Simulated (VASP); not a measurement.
Ge, 2 atoms in the cell. Symmetry: P-3m1, No. 164, trigonal system. The conventional cell has a = 4.090 Å, b = 4.090 Å, c = 3.327 Å, α = 90.00°, β = 90.00°, γ = 120.00°. Within 3.4 Å of Ge (site symmetry 3m) lie 8 Ge at 2.54 to 3.36 Å. 

```yaml
Program: VASP 6.6.1
Task: single point
Functional: PBE
Dispersion: D3(BJ)
Potentials_or_basis: VASP PAW PBE potentials, release 64 (Ge_d)
Cutoff: 520 eV
k_mesh: 15 × 15 × 16
Occupations: gaussian, width 0.1 eV
Spin: no spin polarisation
Dipole_correction: no
k_mesh_for_the_DOS: 23 × 23 × 24
Occupations_for_the_DOS: tetrahedron
Further_INCAR_settings: ALGO = Normal; EDIFF = 1e-06
```

Potentials or basis: VASP PAW PBE potentials, release 64 (Ge_d).

The run is started by

```bash
$ cat potpaw_PBE.64/Ge_d/POTCAR > POTCAR
$ cp INCAR.step1 INCAR
$ cp KPOINTS.step1 KPOINTS
$ mpirun -np 1 vasp_std > vasp.out
$ cp INCAR.step2 INCAR
$ cp KPOINTS.step2 KPOINTS
$ mpirun -np 1 vasp_std > vasp.out
```

Hardware: 1 thread of Intel(R) Xeon(R) Platinum 8488C (Sapphire Rapids) (shared host).

Question: How long does it take, and how much memory?

Answer: It took 14 min on 1 thread of Intel(R) Xeon(R) Platinum 8488C (Sapphire Rapids), on a shared host, peak memory 0.9 GiB. Counts: k points 1212.
